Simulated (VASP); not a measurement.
Set up this calculation in VASP 6.6.1, as the native input.

```
Task                   : single point
Functional             : PBE
Potentials or basis    : VASP PAW PBE potentials, release 64 (Ru_pv, Al)
Cutoff                 : 520 eV
k mesh                 : 12 × 12 × 1
Occupations            : gaussian, width 0.1 eV
Spin                   : no spin polarisation
Dipole correction      : yes
Further INCAR settings : ALGO = Normal; EDIFF = 1e-06; NBANDS = 44
```

The structure of AlRu lies in POSCAR:

```
AlRu
1.0
    3.0040847246      0.0000000000      0.0000000000
    0.0000000000      3.0040847246      0.0000000000
    0.0000000000      0.0000000000     25.5142965360
Ru Al
4 4
Direct
    0.5000000000      0.5000000000      0.2991779514
    0.5000000000      0.5000000000      0.4119019025
    0.5000000000      0.5000000000      0.5290328270
    0.5000000000      0.5000000000      0.6492245740
    0.0000000000      0.0000000000      0.3542116940
    0.0000000000      0.0000000000      0.4714241975
    0.0000000000      0.0000000000      0.5871916380
    0.0000000000      0.0000000000      0.6978352156
```

These files were run (other wordings do the same):

INCAR

```
  ALGO = Normal
  DIPOL = 0.5 0.5 0.500
  EDIFF = 1E-6
  ENCUT = 520
  GGA = PE
  IDIPOL = 3
  ISIF = 2
  ISMEAR = 0
  LASPH = T
  LCHARG = T
  LDIPOL = T
  LELF = T
  LREAL = F
  LVACPOTAV = T
  LVHAR = T
  LWAVE = F
  NBANDS = 44
  NELM = 80
  PREC = Accurate
  SIGMA = 0.1
```

KPOINTS

```
k-points
0
Gamma
  12 12 1
```

Potentials or basis: VASP PAW PBE potentials, release 64 (Ru_pv, Al).

Launch:

```sh
$ cat potpaw_PBE.64/Ru_pv/POTCAR potpaw_PBE.64/Al/POTCAR > POTCAR
$ mpirun -np 1 vasp_std > vasp.out
```

It gave:

| Property | Result |
| --- | --- |
| Largest force | 0.012 eV/Å |
| Band gap on the k mesh | zero (bands 34 and 35 overlap by 2.01 eV) |

It took 4.3 min on 1 thread of Intel(R) Xeon(R) 6975P-C (Granite Rapids), on a shared host, peak memory 0.44 GiB.
